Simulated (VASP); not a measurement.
# Zn (P6_3/mmc) in VASP: a series of runs

The runs below take Zn through single point, with PBE.

All numbers are computed with VASP 6.6.1; they aren't measurements. Logs are shortened: lines on timing, memory, paths and dates and some standing lists are left out, and cuts for length are marked.

## 1. The cell of the first run

The structure is hexagonal, space group P6_3/mmc (No. 194). Conventional cell: a = 2.665 Å, b = 2.665 Å, c = 5.021 Å, α = 90.00°, β = 90.00°, γ = 120.00°. Within 3.5 Å of Zn (site symmetry -6m2) lie 12 Zn at 2.66 to 2.94 Å.

## 2. Single point, PBE (strain +0.000 along x and y, +0.015 along z)

Contents of INCAR:

```
SYSTEM = Zn
PREC     = Accurate       ! precision mode
ENCUT    = 520            ! plane-wave cutoff, eV
EDIFF    = 1E-6           ! SCF threshold, eV
ISMEAR   = 0              ! smearing method
SIGMA    = 0.15           ! smearing width, eV
LREAL    = .False.        ! projectors in reciprocal space
LASPH    = .True.         ! aspherical terms in the spheres
NELM     = 100            ! most SCF steps
ALGO     = Fast           ! electronic algorithm
ISIF     = 2              ! what is computed and relaxed
LWAVE    = .False.        ! write WAVECAR
LCHARG   = .False.        ! write CHGCAR
GGA      = PE             ! functional
NBANDS   = 19             ! bands
```

Contents of KPOINTS:

```
Automatic mesh
0
Gamma
  24 24 10
  0 0 0
```

Contents of POSCAR:

```
Zn
1.0
    2.6647980532      0.0000000000      0.0000000000
   -1.3323990266      2.3077828100      0.0000000000
    0.0000000000      0.0000000000      5.0209005000
Zn
2
Direct
    0.3333333333      0.6666666667      0.2500000000
    0.6666666667      0.3333333333      0.7500000000
```

Potentials or basis: VASP PAW PBE potentials, release 64 (Zn).

Launch:

```console
> cat potpaw_PBE.64/Zn/POTCAR > POTCAR
> mpirun -np 1 vasp_std > vasp.out
```

OUTCAR:

```text
SYSTEM = Zn
   PREC = Accurate
   ENCUT = 520
   EDIFF = 1E-6
   ISMEAR = 0
   LREAL = .False.
   LASPH = .True.
   NELM = 100
   ISIF = 2
   GGA = PE

 ion  position               nearest neighbor table
   1  0.333  0.667  0.250-   2 2.94   2 2.94   2 2.94   2 2.94   2 2.94   2 2.94
   2  0.667  0.333  0.750-   1 2.94   1 2.94   1 2.94   1 2.94   1 2.94   1 2.94

  LATTYP: Found a hexagonal cell.
 ALAT       =     2.6647980532
 C/A-ratio  =     1.8841579736

  Lattice vectors:

 A1 = (   2.6647980532,   0.0000000000,   0.0000000000)
 A2 = (  -1.3323990266,   2.3077828100,   0.0000000000)
 A3 = (   0.0000000000,   0.0000000000,   5.0209005000)

Analysis of symmetry for initial positions (statically):
=====================================================================
 Subroutine PRICEL returns:
 Original cell was already a primitive cell.

 Routine SETGRP: Setting up the symmetry group for a
 hexagonal supercell.

 Subroutine GETGRP returns: Found 24 space group operations
 (whereof 12 operations were pure point group operations)
 out of a pool of 24 trial point group operations.

The static configuration has the point symmetry D_3d.
 The point group associated with its full space group is D_6h.

Analysis of symmetry for dynamics (positions and initial velocities):
=====================================================================
 Subroutine PRICEL returns:
 Original cell was already a primitive cell.

 Routine SETGRP: Setting up the symmetry group for a
 hexagonal supercell.

 Subroutine GETGRP returns: Found 24 space group operations
 (whereof 12 operations were pure point group operations)
 out of a pool of 24 trial point group operations.

The dynamic configuration has the point symmetry D_3d.
 The point group associated with its full space group is D_6h.

 Subroutine INISYM returns: Found 24 space group operations
 (whereof 12 operations are pure point group operations),
 and found     1 'primitive' translations

----------------------------------------------------------------------------------------

                                     Primitive cell

  volume of cell :      30.8774

  direct lattice vectors                    reciprocal lattice vectors
     2.664798053  0.000000000  0.000000000     0.375262958  0.216658170  0.000000000
    -1.332399027  2.307782810  0.000000000     0.000000000  0.433316340  0.000000000
     0.000000000  0.000000000  5.020900500     0.000000000  0.000000000  0.199167460

[... 82 lines left out ...]
   NELM   =    100;   NELMIN=  2; NELMDL= -5     # of ELM steps
   EDIFF  = 0.1E-05   stopping-criterion for ELM
   LREAL  =      F    real-space projection
   EDIFFG = 0.1E-04   stopping-criterion for IOM
   NSW    =      0    number of steps for IOM
   IBRION =     -1    ionic relax: 0-MD 1-quasi-New 2-CG
   NFREE  =      0    steps in history (QN), initial steepest desc. (CG)
   ISIF   =      2    stress and relaxation
   ISYM   =      2    0-nonsym 1-usesym 2-fastsym
   POTIM  = 0.5000    time-step for ionic-motion
   TEBEG  =    0.0;   TEEND  =   0.0 temperature during run
   PSTRESS=    0.0 pullay stress
   NELECT =      24.0000    total number of electrons
   NUPDOWN=      -1.0000    fix difference up-down
   EMIN   =  10.00;   EMAX   =-10.00  energy-range for DOS
   EFERMI =   0.00;   METHOD = LEGACY
   ISMEAR =     0;   SIGMA  =   0.15  broadening in eV -4-tet -1-fermi 0-gaus
   EFERMI_NEDOS =   21; number of points for ismear=-14 and -15
   IALGO  =     68    algorithm
   IMIX   =      4    mixing-type and parameters
     AMIX     =   0.40;   BMIX     =  1.00
     AMIX_MAG =   1.60;   BMIX_MAG =  1.00
  volume/ion in A,a.u.               =      15.44       104.19
  Fermi-wavevector in a.u.,A,eV,Ry     =   1.505214  2.844442 30.826307  2.265670
  Thomas-Fermi vector in A             =   2.616092
   LORBIT       =      0    0 simple, 1 ext, 2 COOP (PROOUT), +10 PAW based schemes
   GGA     = PE    functional components
   LHFCALC =     F    Hartree Fock is set to
   AEXX    =    0.0000 exact exchange contribution
   IVDW    =     0    specifies the selected vdW correction
   LEPSILON=     F    determine dielectric tensor
   LRPA    =     F    only Hartree local field effects (RPA)
 non-spin polarized calculation
 RMM-DIIS sequential band-by-band and
 Gauss-broadening in eV      SIGMA  =   0.15
  energy-cutoff  :      520.00
  volume of cell :       30.88
 maximum number of plane-waves:       861
 NGX is ok and might be reduce to    20
   NGX =  9   NGY =  9   NGZ = 19

 number of electron      24.0000012 magnetization

 Free energy of the ion-electron system (eV)
  ---------------------------------------------------
  ext. energy  EPLUGINS =         0.00000000
  ---------------------------------------------------
  free energy    TOTEN  =        -2.21883111 eV

  energy without entropy =       -2.21528269  energy(sigma->0) =       -2.21705690

 E-fermi :   2.9759     XC(G=0): -11.4703

 val. band max:        2.9268214230   @ k =   0.0833   0.0833   0.2000
 cond. band min:       2.9767072684   @ k =   0.1250   0.0417   0.2000
 fundamental gap:      0.0498858454
 Fermi energy:         2.9758829776

 k-point     1 :       0.0000    0.0000    0.0000
  band No.  band energies     occupation
      1      -7.2822      2.00000
      2      -5.5696      2.00000
      3      -4.8913      2.00000
      4      -4.6498      2.00000
      5      -4.6498      2.00000
      6      -4.6048      2.00000
[... 505 lines left out ...]
      6      -4.4932      2.00000
[... 11 lines left out ...]
     18      17.8127      0.00000
     19      18.0368      0.00000

 [... further k-points ...]

------------------------ aborting loop because EDIFF is reached ----------------------------------------

  FORCE on cell =-STRESS in cart. coord.  units (eV):
  Direction    XX          YY          ZZ          XY          YZ          ZX
  --------------------------------------------------------------------------------------
  -------------------------------------------------------------------------------------
  Total       -0.1980480     -0.1980480      0.0804919      0.0000000      0.0000000      0.0000000
  in kB      -10.2763823    -10.2763823      4.1765926      0.0000000      0.0000000      0.0000000
  external PRESSURE =      -5.4587240 kB  Pullay stress =       0.0000000 kB

 VOLUME and BASIS-vectors are now :
 -----------------------------------------------------------------------------
  energy-cutoff  :      520.00
  volume of cell :       30.88
      direct lattice vectors                 reciprocal lattice vectors
     2.664798053  0.000000000  0.000000000     0.375262958  0.216658170  0.000000000
    -1.332399027  2.307782810  0.000000000     0.000000000  0.433316340  0.000000000
     0.000000000  0.000000000  5.020900500     0.000000000  0.000000000  0.199167460

 POSITION                                       TOTAL-FORCE (eV/Angst)
 -----------------------------------------------------------------------------------
     -0.00000      1.53852      1.25523        -0.000000      0.000000     -0.000000
      1.33240      0.76926      3.76568         0.000000     -0.000000      0.000000
 -----------------------------------------------------------------------------------
    total drift:                               -0.000000      0.000000      0.000000

  FREE ENERGIE OF THE ION-ELECTRON SYSTEM (eV)
  ---------------------------------------------------
  free  energy   TOTEN  =        -2.2188311119 eV

  energy  without entropy=       -2.2152826884  energy(sigma->0) =       -2.21705690
```

OSZICAR:

```text
N       E                     dE             d eps       ncg     rms          rms(c)
DAV:   1     0.113688777735E+03    0.11369E+03   -0.12378E+04 14284   0.199E+03
DAV:   2     0.275713123115E+01   -0.11093E+03   -0.10734E+03 14020   0.296E+02
DAV:   3    -0.239069218414E+01   -0.51478E+01   -0.51282E+01 15637   0.699E+01
DAV:   4    -0.242160352982E+01   -0.30911E-01   -0.30904E-01 15165   0.560E+00
DAV:   5    -0.242164448766E+01   -0.40958E-04   -0.40957E-04 15128   0.185E-01    0.385E+00
RMM:   6    -0.223132995958E+01    0.19031E+00   -0.72053E-01 15958   0.101E+01    0.298E+00
RMM:   7    -0.222364055423E+01    0.76894E-02   -0.20537E-02 16534   0.202E+00    0.149E+00
RMM:   8    -0.221886404910E+01    0.47765E-02   -0.55275E-03 15577   0.669E-01    0.111E-01
RMM:   9    -0.221887099911E+01   -0.69500E-05   -0.16161E-03 16978   0.570E-01    0.968E-02
RMM:  10    -0.221882928294E+01    0.41716E-04   -0.22366E-04 16692   0.162E-01    0.416E-03
RMM:  11    -0.221883127224E+01   -0.19893E-05   -0.17103E-05 16317   0.463E-02    0.404E-03
RMM:  12    -0.221883111190E+01    0.16034E-06   -0.24815E-06 10928   0.191E-02
   1 F= -.22188311E+01 E0= -.22170569E+01  d E =-.354842E-02
```

It took 2 min on 1 thread of AMD EPYC 7R13 (Zen 3), shared host; peak memory 0.25 GiB.

Results:

```
Free energy            : -2.2188 eV
Pressure               : -0.5 GPa
Band gap on the k mesh : zero (bands 12 and 13 overlap by 4.70 eV)
```

Stress tensor (GPa, compression positive):
```
-1.03  0.00  0.00
 0.00 -1.03  0.00
 0.00  0.00  0.42
```

Levels at points of the mesh, in eV from the Fermi level:
```tsv
k point	band 10	band 11	band 12	band 13	band 14	band 15
(0.00, 0.00, 0.00)	-7.05	-7.05	-3.59	-3.19	13.02	16.72
(0.50, 0.00, 0.00)	-6.85	-2.71	-2.06	2.52	3.56	3.95
(0.00, 0.00, 0.50)	-7.13	-7.13	-7.13	4.30	4.30	18.80
(0.50, 0.00, 0.50)	-6.86	-1.77	-1.77	0.17	0.17	9.88
```

Caveat: the cell differs from its parent crystal (strain +0.000 along x and y, +0.015 along z).

## 3. Single point, PBE (strain +0.015 along x and y, -0.015 along z)

Contents of INCAR:

```
SYSTEM = Zn
PREC = Accurate ; ENCUT = 520
EDIFF = 1E-6 ; ISMEAR = 0
SIGMA = 0.15 ; LREAL = .False.
LASPH = .True. ; NELM = 60
ALGO = Fast ; ISIF = 2
LWAVE = .False. ; LCHARG = .True.
GGA = PE ; LELF = .True.
LVHAR = .True. ; NBANDS = 19
```

Contents of KPOINTS:

```
regular mesh
0
Gamma
  24 24 10
  0 0 0
```

Contents of POSCAR:

```
Zn
1.0
    2.7047700240      0.0000000000      0.0000000000
   -1.3523850120      2.3423995522      0.0000000000
    0.0000000000      0.0000000000      4.8724995000
Zn
2
Direct
    0.3333333333      0.6666666667      0.2500000000
    0.6666666667      0.3333333333      0.7500000000
```

Potentials or basis: VASP PAW PBE potentials, release 64 (Zn).

Launch:

```console
> cat potpaw_PBE.64/Zn/POTCAR > POTCAR
> mpirun -np 1 vasp_std > vasp.out
```

It took 2.2 min on 1 thread of AMD EPYC 7R13 (Zen 3), shared host; peak memory 0.24 GiB.

It converged, with:

* Free energy: -2.2063 eV
* Pressure: -1.7 GPa
* Band gap on the k mesh: zero (bands 12 and 13 overlap by 4.18 eV)

Stress tensor (GPa, compression positive):
```
-2.27  0.00  0.00
 0.00 -2.27  0.00
 0.00  0.00 -0.45
```

Levels at points of the mesh, in eV from the Fermi level:
```
           k point  band 8  band 9  band 10  band 11  band 12  band 13  band 14  band 15  band 16  band 17
(0.00, 0.00, 0.00)   -7.38   -7.38    -7.14    -7.14    -3.50    -2.78    14.43    16.55    16.55    17.75
(0.50, 0.00, 0.00)   -7.14   -7.00    -6.97    -2.97    -2.38     2.72     3.45     4.09     5.64     9.54
(0.00, 0.00, 0.50)   -7.62   -7.23    -7.23    -7.23    -7.23     5.04     5.04    17.88    17.88    17.88
(0.50, 0.00, 0.50)   -7.16   -6.98    -6.98    -1.94    -1.94    -0.10    -0.10    10.36    10.36    11.43
```

Caveat: the cell differs from its parent crystal (strain +0.015 along x and y, -0.015 along z).

## 4. Single point, PBE (strain +0.000 along x and y, +0.030 along z)

Contents of INCAR:

```
  PREC = Accurate
  ENCUT = 520
  EDIFF = 1E-7
  ISMEAR = 0
  SIGMA = 0.15
  LREAL = False
  LASPH = True
  NELM = 80
  ALGO = Fast
  ISIF = 2
  LWAVE = False
  LCHARG = False
  GGA = PE
  NBANDS = 19
```

Contents of KPOINTS:

```
regular mesh
0
Gamma
  24 24 10
```

Contents of POSCAR:

```
Zn
1.0
    2.6647980532      0.0000000000      0.0000000000
   -1.3323990266      2.3077828100      0.0000000000
    0.0000000000      0.0000000000      5.0951010000
Zn
2
Direct
    0.3333333333      0.6666666667      0.2500000000
    0.6666666667      0.3333333333      0.7500000000
```

Potentials or basis: VASP PAW PBE potentials, release 64 (Zn).

Launch:

```console
> cat potpaw_PBE.64/Zn/POTCAR > POTCAR
> mpirun -np 1 vasp_std > vasp.out
```

OUTCAR:

```text
PREC = Accurate
   ENCUT = 520
   EDIFF = 1E-7
   ISMEAR = 0
   LREAL = False
   LASPH = True
   NELM = 80
   ISIF = 2
   GGA = PE

 ion  position               nearest neighbor table
   1  0.333  0.667  0.250-   2 2.98   2 2.98   2 2.98   2 2.98   2 2.98   2 2.98
   2  0.667  0.333  0.750-   1 2.98   1 2.98   1 2.98   1 2.98   1 2.98   1 2.98

  LATTYP: Found a hexagonal cell.
 ALAT       =     2.6647980532
 C/A-ratio  =     1.9120026727

  Lattice vectors:

[... 718 lines left out ...]

------------------------ aborting loop because EDIFF is reached ----------------------------------------

  FORCE on cell =-STRESS in cart. coord.  units (eV):
  Direction    XX          YY          ZZ          XY          YZ          ZX
  --------------------------------------------------------------------------------------
  -------------------------------------------------------------------------------------
  Total       -0.3481752     -0.3481752     -0.1822352      0.0000000     -0.0000000      0.0000000
  in kB      -17.8031285    -17.8031285     -9.3181753      0.0000000     -0.0000000      0.0000000
  external PRESSURE =     -14.9748108 kB  Pullay stress =       0.0000000 kB

 VOLUME and BASIS-vectors are now :
 -----------------------------------------------------------------------------
  energy-cutoff  :      520.00
  volume of cell :       31.33
      direct lattice vectors                 reciprocal lattice vectors
     2.664798053  0.000000000  0.000000000     0.375262958  0.216658170  0.000000000
    -1.332399027  2.307782810  0.000000000     0.000000000  0.433316340  0.000000000
     0.000000000  0.000000000  5.095101000     0.000000000  0.000000000  0.196266963

 POSITION                                       TOTAL-FORCE (eV/Angst)
 -----------------------------------------------------------------------------------
     -0.00000      1.53852      1.27378         0.000000      0.000000      0.000000
      1.33240      0.76926      3.82133        -0.000000     -0.000000      0.000000
 -----------------------------------------------------------------------------------
    total drift:                               -0.000000      0.000000      0.000000

  FREE ENERGIE OF THE ION-ELECTRON SYSTEM (eV)
  ---------------------------------------------------
  free  energy   TOTEN  =        -2.2177029443 eV

  energy  without entropy=       -2.2141291802  energy(sigma->0) =       -2.21591606
```

It took 2.5 min on 1 thread of AMD EPYC 7R13 (Zen 3), shared host; peak memory 0.25 GiB.

What came out:

| Property | Result |
| --- | --- |
| Free energy | -2.2177 eV |
| Pressure | -1.5 GPa |
| Band gap on the k mesh | zero (bands 12 and 13 overlap by 4.90 eV) |

Stress tensor (GPa, compression positive):
```
-1.78  0.00  0.00
 0.00 -1.78  0.00
 0.00  0.00 -0.93
```

Levels at points of the mesh, in eV from the Fermi level:
```csv
k point,band 9,band 10,band 11,band 12,band 13,band 14,band 15,band 16
"(0.00, 0.00, 0.00)",-7.18,-7.01,-7.01,-3.55,-3.33,12.46,16.20,17.70
"(0.50, 0.00, 0.00)",-6.81,-6.80,-2.59,-1.95,2.42,3.59,3.82,5.66
"(0.00, 0.00, 0.50)",-7.08,-7.08,-7.08,-7.08,4.02,4.02,18.88,18.88
"(0.50, 0.00, 0.50)",-6.80,-6.80,-1.68,-1.68,0.22,0.22,9.63,9.63
```

Caveat: the cell differs from its parent crystal (strain +0.000 along x and y, +0.030 along z).

## 5. Summary

| cell | further INCAR settings | gap on the mesh (eV) | pressure (GPa) |
| --- | --- | --- | --- |
| a = 2.665, b = 2.665, c = 5.021 Å, angles 90.0, 90.0, 120.0°, 2 atoms | ALGO = Fast; EDIFF = 1e-06; NBANDS = 19 | none | -0.5 |
| a = 2.705, b = 2.705, c = 4.872 Å, angles 90.0, 90.0, 120.0°, 2 atoms | ALGO = Fast; EDIFF = 1e-06; NBANDS = 19 | none | -1.7 |
| a = 2.665, b = 2.665, c = 5.095 Å, angles 90.0, 90.0, 120.0°, 2 atoms | ALGO = Fast; EDIFF = 1e-07; NBANDS = 19 | none | -1.5 |

Alike in all rows: task single point; level PBE; potentials or basis VASP PAW PBE potentials, release 64 (Zn); no spin polarisation; k mesh 24 × 24 × 10; cutoff (eV) 520; smearing gaussian 0.15 eV.

Total energies depend on the potentials used, so only differences within one code and one set of settings carry meaning.

The gap in the log of VASP goes by the Fermi energy; the results here count the filled bands.